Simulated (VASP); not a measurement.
# Pd (Fm-3m) in VASP: further runs

The runs below take Pd through single point, relaxation of cell and atoms, with r2SCAN.

Program: VASP 6.6.1. These are calculated values, not measurements. Logs are shortened: lines on timing, memory, paths and dates and some standing lists are left out, and cuts for length are marked.

## (1) The cell of the first run

It takes space group Fm-3m (No. 225, cubic). Conventional cell: a = 3.907 Å, b = 3.907 Å, c = 3.907 Å, α = 90.00°, β = 90.00°, γ = 90.00°. Pd (site symmetry m-3m) has 12 Pd at 2.76 Å within 3.6 Å.

## (2) Single point, r2SCAN

POSCAR

```
Pd
1.0
    0.0000000000      1.9536370384      1.9536370384
    1.9536370384      0.0000000000      1.9536370384
    1.9536370384      1.9536370384      0.0000000000
Pd
1
Direct
    0.0000000000      0.0000000000      0.0000000000
```

INCAR.step1

```
SYSTEM = Pd
  PREC = Accurate
  ENCUT = 520
  ISMEAR = 1
  SIGMA = 0.1
  LREAL = .False.
  LASPH = .True.
  NELM = 80
  NBANDS = 11
  GGA = PE
  ALGO = Normal
  EDIFF = 1E-4
  LWAVE = .True.
  LCHARG = .False.
```

INCAR.step2

```
SYSTEM = Pd
  PREC = Accurate
  ENCUT = 520
  EDIFF = 1E-6
  ISMEAR = 1
  SIGMA = 0.1
  LREAL = .False.
  LASPH = .True.
  NELM = 80
  ALGO = Normal
  ISIF = 2
  LWAVE = .False.
  LCHARG = .True.
  METAGGA = R2SCAN
  LMIXTAU = .True.
  LELF = .True.
  LVHAR = .True.
  NBANDS = 11
  ISTART = 1
```

KPOINTS

```
regular mesh
0
Gamma
  20 20 20
  0 0 0
```

Potentials or basis: VASP PAW PBE potentials, release 64 (Pd).

On the command line:

```
cat potpaw_PBE.64/Pd/POTCAR > POTCAR
cp INCAR.step1 INCAR
mpirun -np 1 vasp_std > vasp.out
cp INCAR.step2 INCAR
mpirun -np 1 vasp_std > vasp.out
```

OUTCAR:

```text
SYSTEM = Pd
   PREC = Accurate
   ENCUT = 520
   EDIFF = 1E-6
   ISMEAR = 1
   LREAL = .False.
   LASPH = .True.
   NELM = 80
   ISIF = 2
   METAGGA = R2SCAN
   ISTART = 1

 ion  position               nearest neighbor table
   1  0.000  0.000  0.000-

  LATTYP: Found a face centered cubic cell.
 ALAT       =     3.9072740768

  Lattice vectors:

 A1 = (   0.0000000000,   1.9536370384,   1.9536370384)
 A2 = (   1.9536370384,   0.0000000000,   1.9536370384)
 A3 = (   1.9536370384,   1.9536370384,   0.0000000000)

Analysis of symmetry for initial positions (statically):
=====================================================================
 Subroutine PRICEL returns:
 Original cell was already a primitive cell.

 Routine SETGRP: Setting up the symmetry group for a
 face centered cubic supercell.

 Subroutine GETGRP returns: Found 48 space group operations
 (whereof 48 operations were pure point group operations)
 out of a pool of 48 trial point group operations.

The static configuration has the point symmetry O_h .

Analysis of symmetry for dynamics (positions and initial velocities):
=====================================================================
 Subroutine PRICEL returns:
 Original cell was already a primitive cell.

 Routine SETGRP: Setting up the symmetry group for a
 face centered cubic supercell.

 Subroutine GETGRP returns: Found 48 space group operations
 (whereof 48 operations were pure point group operations)
 out of a pool of 48 trial point group operations.

The dynamic configuration has the point symmetry O_h .

 Subroutine INISYM returns: Found 48 space group operations
 (whereof 48 operations are pure point group operations),
 and found     1 'primitive' translations

----------------------------------------------------------------------------------------

                                     Primitive cell

  volume of cell :      14.9129

  direct lattice vectors                    reciprocal lattice vectors
     0.000000000  1.953637038  1.953637038    -0.255932904  0.255932904  0.255932904
     1.953637038  0.000000000  1.953637038     0.255932904 -0.255932904  0.255932904
     1.953637038  1.953637038  0.000000000     0.255932904  0.255932904 -0.255932904

  length of vectors
     2.762859996  2.762859996  2.762859996     0.443288793  0.443288793  0.443288793

  position of ions in fractional coordinates (direct lattice)
     0.000000000  0.000000000  0.000000000

  ion indices of the primitive-cell ions
   primitive index   ion index
                 1           1

----------------------------------------------------------------------------------------

 KPOINTS: regular mesh

Automatic generation of k-mesh.
 Grid dimensions read from file:
 generate k-points for:   20   20   20

 Generating k-lattice:

  Cartesian coordinates                     Fractional coordinates (reciprocal lattice)
    -0.012796645  0.012796645  0.012796645     0.050000000  0.000000000  0.000000000
     0.012796645 -0.012796645  0.012796645     0.000000000  0.050000000  0.000000000
     0.012796645  0.012796645 -0.012796645     0.000000000  0.000000000  0.050000000

  Length of vectors
     0.022164440  0.022164440  0.022164440

  Shift w.r.t. Gamma in fractional coordinates (k-lattice)
     0.000000000  0.000000000  0.000000000

 Subroutine IBZKPT returns following result:
 ===========================================

 Found    256 irreducible k-points:

 Following reciprocal coordinates:
            Coordinates               Weight
  0.000000  0.000000  0.000000      1.000000
  0.050000  0.000000  0.000000      8.000000
  0.100000  0.000000  0.000000      8.000000
  0.150000  0.000000  0.000000      8.000000
  0.200000  0.000000  0.000000      8.000000
  0.250000  0.000000  0.000000      8.000000
[... 16 lines left out ...]
 -0.400000  0.050000  0.000000     24.000000
 -0.350000  0.050000  0.000000     24.000000
 [... further k-points ...]
   k-points           NKPTS =    256   k-points in BZ     NKDIM =    256   number of bands    NBANDS=     11
   number of dos      NEDOS =    301   number of ions     NIONS =      1
   total plane-waves  NPLWV =  13824
   dimension x,y,z NGX =    24 NGY =   24 NGZ =   24
   dimension x,y,z NGXF=    48 NGYF=   48 NGZF=   48
   ions per type =               1
   NGX,Y,Z   is equivalent  to a cutoff of  14.44, 14.44, 14.44 a.u.
   NGXF,Y,Z  is equivalent  to a cutoff of  28.88, 28.88, 28.88 a.u.
 SYSTEM =  Pd
   PREC   = accura    normal or accurate (medium, high low for compatibility)
   ISTART =      1    job   : 0-new  1-cont  2-samecut
   ICHARG =      0    charge: 1-file 2-atom 10-const
   ISPIN  =      1    spin polarized calculation?
   LNONCOLLINEAR =      F non collinear calculations
   LSORBIT =      F    spin-orbit coupling
   LASPH  =      T    aspherical Exc in radial PAW
   ENCUT  =  520.0 eV  38.22 Ry    6.18 a.u.   5.14  5.14  5.14*2*pi/ulx,y,z
   NELM   =     80;   NELMIN=  2; NELMDL=  0     # of ELM steps
   EDIFF  = 0.1E-05   stopping-criterion for ELM
   LREAL  =      F    real-space projection
   EDIFFG = 0.1E-04   stopping-criterion for IOM
   NSW    =      0    number of steps for IOM
   IBRION =     -1    ionic relax: 0-MD 1-quasi-New 2-CG
   NFREE  =      0    steps in history (QN), initial steepest desc. (CG)
   ISIF   =      2    stress and relaxation
   ISYM   =      2    0-nonsym 1-usesym 2-fastsym
   POTIM  = 0.5000    time-step for ionic-motion
   TEBEG  =    0.0;   TEEND  =   0.0 temperature during run
   PSTRESS=    0.0 pullay stress
   NELECT =      10.0000    total number of electrons
   NUPDOWN=      -1.0000    fix difference up-down
   EMIN   =  10.00;   EMAX   =-10.00  energy-range for DOS
   EFERMI =   0.00;   METHOD = LEGACY
   ISMEAR =     1;   SIGMA  =   0.10  broadening in eV -4-tet -1-fermi 0-gaus
   EFERMI_NEDOS =   21; number of points for ismear=-14 and -15
   IALGO  =     38    algorithm
   IMIX   =      4    mixing-type and parameters
     AMIX     =   0.40;   BMIX     =  1.00
     AMIX_MAG =   1.60;   BMIX_MAG =  1.00
  volume/ion in A,a.u.               =      14.91       100.64
  Fermi-wavevector in a.u.,A,eV,Ry     =   1.432917  2.707820 27.936167  2.053250
  Thomas-Fermi vector in A             =   2.552492
   LORBIT       =      0    0 simple, 1 ext, 2 COOP (PROOUT), +10 PAW based schemes
   METAGGA = R2SCAN    functional components
   LHFCALC =     F    Hartree Fock is set to
   AEXX    =    0.0000 exact exchange contribution
   IVDW    =     0    specifies the selected vdW correction
   LEPSILON=     F    determine dielectric tensor
   LRPA    =     F    only Hartree local field effects (RPA)
 non-spin polarized calculation
 Methfessel and Paxton  Order N= 1 SIGMA  =   0.10
  energy-cutoff  :      520.00
  volume of cell :       14.91
 maximum number of plane-waves:       415
 NGX is ok and might be reduce to    24
   NGX = 11   NGY = 11   NGZ = 11

 number of electron       9.9999998 magnetization

 Free energy of the ion-electron system (eV)
  ---------------------------------------------------
  ext. energy  EPLUGINS =         0.00000000
  ---------------------------------------------------
  free energy    TOTEN  =       -22.94294013 eV

  energy without entropy =      -22.94271373  energy(sigma->0) =      -22.94286466

 E-fermi :   9.4053     XC(G=0): -14.0531

 val. band max:        9.4038149736   @ k =  -0.4000   0.3500   0.1000
 cond. band min:       9.4057750153   @ k =  -0.4500   0.3000   0.0000
 fundamental gap:      0.0019600417
 Fermi energy:         9.4053395780

 k-point     1 :       0.0000    0.0000    0.0000
  band No.  band energies     occupation
      1       2.3211      2.00000
      2       6.5548      2.00000
      3       6.5548      2.00000
      4       6.5548      2.00000
      5       8.1352      2.00000
      6       8.1352      2.00000
      7      27.4421      0.00000
      8      31.9033      0.00000
      9      32.3671      0.00000
     10      32.3671      0.00000
     11      32.3671      0.00000

 k-point     2 :       0.0500    0.0000    0.0000
  band No.  band energies     occupation
      1       2.4147      2.00000
      2       6.5219      2.00000
      3       6.5874      2.00000
      4       6.5874      2.00000
      5       8.1197      2.00000
      6       8.1197      2.00000
      7      27.5383      0.00000
      8      31.6700      0.00000
      9      31.9543      0.00000
     10      32.4703      0.00000
     11      32.4703      0.00000

 k-point     3 :       0.1000    0.0000    0.0000
  band No.  band energies     occupation
      1       2.6871      2.00000
      2       6.4369      2.00000
      3       6.6748      2.00000
      4       6.6748      2.00000
      5       8.0849      2.00000
      6       8.0849      2.00000
      7      27.7640      0.00000
      8      30.3175      0.00000
      9      31.9267      0.00000
     10      32.7656      0.00000
     11      32.7656      0.00000

 k-point     4 :       0.1500    0.0000    0.0000
  band No.  band energies     occupation
      1       3.1067      2.00000
      2       6.3455      2.00000
      3       6.7823      2.00000
      4       6.7823      2.00000
      5       8.0679      2.00000
      6       8.0679      2.00000
      7      27.7188      0.00000
      8      29.0059      0.00000
      9      31.9226      0.00000
     10      33.2055      0.00000
     11      33.2055      0.00000
[... 239 lines left out ...]
 k-point    22 :      -0.4500    0.0500    0.0000
  band No.  band energies     occupation
      1       4.1544      2.00000
      2       6.4491      2.00000
      3       6.5395      2.00000
      4       8.9615      2.00000
      5       9.3032      2.05446
      6      11.0331     -0.00000
      7      17.3135      0.00000
      8      26.9259      0.00000
      9      30.8811      0.00000
     10      31.5139      0.00000
     11      31.9287      0.00000

 k-point    23 :      -0.4000    0.0500    0.0000
  band No.  band energies     occupation
      1       4.2001      2.00000
      2       6.5074      2.00000
      3       6.5820      2.00000
      4       8.7084      2.00000
      5       9.1005      2.00014
      6      10.3038     -0.00000
      7      18.5047      0.00000
      8      27.1260      0.00000
      9      31.0047      0.00000
     10      31.9301      0.00000
     11      32.1882      0.00000

 k-point    24 :      -0.3500    0.0500    0.0000
  band No.  band energies     occupation
      1       4.2625      2.00000
      2       6.5984      2.00000
      3       6.6621      2.00000
      4       8.1125      2.00000
      5       8.8129      2.00000
      6       9.5813     -0.03203
      7      20.1818      0.00000
      8      27.4788      0.00000
      9      31.3849      0.00000
     10      31.9401      0.00000
     11      33.1738      0.00000

 [... further k-points ...]
[... 5 lines left out ...]
  --------------------------------------------------------------------------------------
  -------------------------------------------------------------------------------------
  Total        0.0585526      0.0585526      0.0585526      0.0000000      0.0000000     -0.0000000
  in kB        6.2906430      6.2906430      6.2906430      0.0000000      0.0000000     -0.0000000
  external PRESSURE =       6.2906430 kB  Pullay stress =       0.0000000 kB

 VOLUME and BASIS-vectors are now :
 -----------------------------------------------------------------------------
  energy-cutoff  :      520.00
  volume of cell :       14.91
      direct lattice vectors                 reciprocal lattice vectors
     0.000000000  1.953637038  1.953637038    -0.255932904  0.255932904  0.255932904
     1.953637038  0.000000000  1.953637038     0.255932904 -0.255932904  0.255932904
     1.953637038  1.953637038  0.000000000     0.255932904  0.255932904 -0.255932904

 POSITION                                       TOTAL-FORCE (eV/Angst)
 -----------------------------------------------------------------------------------
      0.00000      0.00000      0.00000         0.000000      0.000000      0.000000
 -----------------------------------------------------------------------------------
    total drift:                               -0.000000      0.000000      0.000000

  FREE ENERGIE OF THE ION-ELECTRON SYSTEM (eV)
  ---------------------------------------------------
  free  energy   TOTEN  =       -22.9429401274 eV

  energy  without entropy=      -22.9427137275  energy(sigma->0) =      -22.94286466
```

Run time: 100 s. Hardware: 1 thread of Intel Xeon 6975P-C, shared host; peak memory 0.18 GiB.

What came out:

```yaml
Free_energy: -22.9429 eV
Pressure: 0.6 GPa
Band_gap_on_the_k_mesh: zero (band 5 reaches 9.73 eV, above the bottom of band 6 at 8.07 eV)
```

Levels at points of the mesh, in eV from the Fermi level:
```tsv
k point	band 1	band 2	band 3	band 4	band 5	band 6	band 7	band 8	band 9	band 10
(0.00, 0.00, 0.00)	-7.08	-2.85	-2.85	-2.85	-1.27	-1.27	18.04	22.50	22.96	22.96
(0.50, 0.00, 0.00)	-5.32	-2.92	-2.92	-0.02	-0.02	1.33	7.64	17.43	22.04	22.04
(0.50, 0.50, 0.00)	-5.43	-5.16	-0.08	0.32	0.32	3.68	11.21	13.89	13.89	21.91
```

Caveat: the PAW data sets were made with another functional, which shifts forces and pressure a little.

[end of part 1 of 2]
